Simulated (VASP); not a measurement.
Here is a VASP 6.6.1 calculation.

INCAR

```
SYSTEM = Si17C16
ALGO = Normal ; EDIFF = 1E-6
ENCUT = 520 ; GGA = PE
ISIF = 2 ; ISMEAR = 0
LASPH = .True. ; LCHARG = .True.
LELF = .True. ; LREAL = Auto
LVHAR = .True. ; LWAVE = .False.
NBANDS = 88 ; NELM = 100
PREC = Accurate ; SIGMA = 0.02
```

KPOINTS

```
k-points
0
Gamma
  2 2 2
  0 0 0
```

POSCAR

```
Si17C16
1.0
    6.1838730322      0.0000000000      0.0000000000
   -3.0919365161      5.3553911397      0.0000000000
    0.0000000000      0.0000000000     10.1485845858
Si C
17 16
Direct
    0.1672691658      0.3345089001      0.2510331346
    0.1659649931      0.3318562461      0.7428467424
    0.1680913642      0.8335587231      0.2513134692
    0.1706063089      0.8339717648      0.7429705035
    0.6673696008      0.3347348407      0.2547146332
    0.6675616345      0.3350257625      0.7455906719
    0.6654619303      0.8335452787      0.2513171151
    0.6635327428      0.8340139653      0.7429344394
    0.3349270076      0.1675681527      0.4982778591
    0.3615700050      0.1803407024      1.0108304181
    0.3329950042      0.6659537851      0.4977370940
    0.3326586661      0.6653542023      1.0072473569
    0.8326755610      0.1675726341      0.4982751986
    0.8188415328      0.1803203491      1.0108489429
    0.8331313937      0.6662264075      0.4987643308
    0.8252034282      0.6504432467      1.0124984340
   -0.0036589740     -0.0073535245     -0.1058640238
    0.1662001111      0.3323678801      0.4371211534
    0.1688201171      0.3375189511      0.9396721207
    0.1668392000      0.8339480504      0.4377080333
    0.1847073192      0.8354222658      0.9392803419
    0.6670214898      0.3340198602      0.4372587096
    0.6706201511      0.3411356804      0.9345522935
    0.6671370430      0.8339452495      0.4377102996
    0.6507843974      0.8354282411      0.9392720649
    0.3361730954      0.1684399844      0.1917728510
    0.3399557321      0.1701041019      0.6835487197
    0.3333382728      0.6666930401      0.1910393497
    0.3321698493      0.6642394378      0.6829175972
    0.8322914492      0.1684506279      0.1917827046
    0.8302336452      0.1701291234      0.6835259579
    0.8333284236      0.6666401962      0.1928687674
    0.8314766656      0.6628415941      0.6843553346
```

Potentials or basis: VASP PAW PBE potentials, release 64 (Si, C).

The run is started by

```sh
$ cat potpaw_PBE.64/Si/POTCAR potpaw_PBE.64/C/POTCAR > POTCAR
$ mpirun -np 1 vasp_std > vasp.out
```

Problem. Estimate the largest force.

Solution. 0.022 eV/Å.

Problem. Predict the band gap on the k mesh.

Solution. Zero (band 66 reaches 11.37 eV, above the bottom of band 67 at 10.45 eV).

Forces on the atoms (eV/Å):
```
Si   0.000 -0.007  0.000
Si   0.001 -0.002  0.005
Si  -0.006  0.000  0.001
Si  -0.001  0.002  0.004
Si   0.001  0.000  0.000
Si  -0.002 -0.002  0.006
Si   0.007  0.002 -0.001
Si  -0.004 -0.002  0.008
Si   0.001  0.000  0.004
Si  -0.009 -0.005 -0.004
Si   0.000  0.004  0.002
Si   0.007  0.007 -0.010
Si  -0.001  0.000  0.001
Si   0.009 -0.004 -0.006
Si   0.001  0.002 -0.001
Si   0.000  0.018 -0.007
Si   0.003  0.003  0.022
C    0.000  0.008 -0.003
C   -0.003  0.006  0.000
C    0.001 -0.001  0.005
C    0.008 -0.010 -0.001
C    0.000 -0.003  0.001
C    0.000 -0.007 -0.002
C   -0.002 -0.001  0.005
C   -0.016 -0.015  0.002
C   -0.004 -0.001 -0.017
C   -0.008 -0.003  0.000
C    0.002  0.001 -0.010
C    0.001  0.001  0.015
C    0.004 -0.003 -0.016
C    0.009 -0.005  0.003
C   -0.001  0.003 -0.016
C    0.000  0.013  0.009
```

Caveat: the k points lie up to 0.59 Å⁻¹ apart.
